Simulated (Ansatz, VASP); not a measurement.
## Two plane-wave programs on Si2Ge3

File INCAR:

```
PREC = Accurate
ENCUT = 600
EDIFF = 1E-6
ISMEAR = 0
SIGMA = 0.1
LREAL = F
LASPH = T
NELM = 80
ALGO = Normal
ISIF = 3
LWAVE = F
LCHARG = F
GGA = PE
IBRION = 2
NSW = 90
EDIFFG = -0.04
```

Contents of KPOINTS:

```
Automatic mesh
0
Gamma
  6 6 1
```

POSCAR

```
Si2Ge3
1.0
    2.9220403300      0.0000000000      0.0000000000
   -1.4610201600      2.5305611500      0.0000000000
    0.0000000000      0.0000000000     23.8681058900
Si Ge
4 6
Direct
    0.3333333300      0.6666666700      0.7000000000
    0.3333333300      0.6666666700      0.3000000000
    0.6666666700      0.3333333300      0.4000000000
    0.6666666700      0.3333333300      0.6000000000
    0.3333333300      0.6666666700      0.9000000000
    0.3333333300      0.6666666700      0.1000000000
    0.3333333300      0.6666666700      0.5000000000
    0.6666666700      0.3333333300      0.8000000000
    0.6666666700      0.3333333300      0.0000000000
    0.6666666700      0.3333333300      0.2000000000
```

Input for Ansatz:

```yaml
crystal:
  lattice:
    - [2.92204033, 0.0, 0.0]
    - [-1.46102016, 2.53056115, 0.0]
    - [0.0, 0.0, 23.86810589]
  atoms:
    - { symbol: Si, position: [0.33333333, 0.66666667, 0.7] }
    - { symbol: Si, position: [0.33333333, 0.66666667, 0.3] }
    - { symbol: Si, position: [0.66666667, 0.33333333, 0.4] }
    - { symbol: Si, position: [0.66666667, 0.33333333, 0.6] }
    - { symbol: Ge, position: [0.33333333, 0.66666667, 0.9] }
    - { symbol: Ge, position: [0.33333333, 0.66666667, 0.1] }
    - { symbol: Ge, position: [0.33333333, 0.66666667, 0.5] }
    - { symbol: Ge, position: [0.66666667, 0.33333333, 0.8] }
    - { symbol: Ge, position: [0.66666667, 0.33333333, 0.0] }
    - { symbol: Ge, position: [0.66666667, 0.33333333, 0.2] }
basis:
  ecutwfc: 420
kpoints:
  mp_grid: { grid: [6, 6, 1] }
hamiltonian:
  xc: pbe
scf:
  occupations: { method: gaussian, width: 0.1 }
  lower_state_search: "off"
output:
  forces: true
  stress: true
  eigenvalues: true
relax:
  adjacent_minimum: "off"
  f_tol: 0.04
  max_steps: 70
  cell: { stress_tol: 0.4 }
```

Alike in both runs: task relaxation of cell and atoms; functional PBE; k mesh 6 × 6 × 1; occupations gaussian, width 0.1 eV; no spin polarisation.

|  | VASP | Ansatz |
| --- | --- | --- |
| version | VASP 6.6.1 | Ansatz 0.2.0 |
| potentials or method | VASP PAW PBE potentials, release 64 (Si, Ge_d), cutoff 600 eV | scalar-relativistic, plane waves, PAW |
| valence electrons in the cell | 100 | 100 |

Ansatz gave:

| Item | Value |
| --- | --- |
| gap on the k mesh at the Fermi level, each at its own relaxed structure (eV) | none |
| relaxed volume (Å³/atom) | 17.69 |
| relaxed cell length with the largest relative difference (Å) | 2.992 |

Q: Which values does VASP return?

A: gap on the k mesh at the Fermi level, each at its own relaxed structure (eV): none; relaxed volume (Å³/atom): 17.66; relaxed cell length with the largest relative difference (Å): 2.990.

A gap of «none» marks a metal or a gap that the smearing closes.

The k mesh is coarse, so the values compare programs but aren't converged.
